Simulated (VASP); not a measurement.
Wanted: the native input for a VASP 6.6.1 run.

```
Task                   : single point
Functional             : PBE
Potentials or basis    : VASP PAW PBE potentials, release 64 (La)
Cutoff                 : 520 eV
k mesh                 : 15 × 15 × 15
Occupations            : fermi-dirac, width 0.05 eV
Spin                   : no spin polarisation
Dipole correction      : no
Further INCAR settings : ALGO = Normal; EDIFF = 1e-06; NBANDS = 12
```

The structure of La lies in POSCAR:

```
La
1.0
    2.5347421206      0.0000000000      0.0000000000
    0.0000000000      2.5347421206      0.0000000000
    0.0000000000      0.0000000000      2.5347421206
La
1
Direct
    0.0000000000      0.0000000000      0.0000000000
```

This isn't the form of La at room conditions, which is double hcp.

The input as run:

INCAR

```
PREC = Accurate ; ENCUT = 520
EDIFF = 1E-6 ; ISMEAR = -1
SIGMA = 0.05 ; LREAL = F
LASPH = T ; NELM = 100
ALGO = Normal ; ISIF = 2
LWAVE = F ; LCHARG = T
GGA = PE ; LELF = T
LVHAR = T ; NBANDS = 12
```

KPOINTS

```
regular mesh
0
Gamma
  15 15 15
```

Potentials or basis: VASP PAW PBE potentials, release 64 (La).

Command:

```sh
$ cat potpaw_PBE.64/La/POTCAR > POTCAR
$ mpirun -np 1 vasp_std > vasp.out
```

It gave:

```
Pressure               : 129.7 GPa
Band gap on the k mesh : zero (an odd number of electrons rules out a gap without spin polarisation)
```

Caveat: the cell stands under pressure; spin-orbit coupling is left out, which moves the levels of the heavy elements.

Run time: 9.8 s on 1 thread of AMD EPYC 9R45 96-Core Processor (Zen 5), with other jobs on the host, peak memory 0.12 GiB.
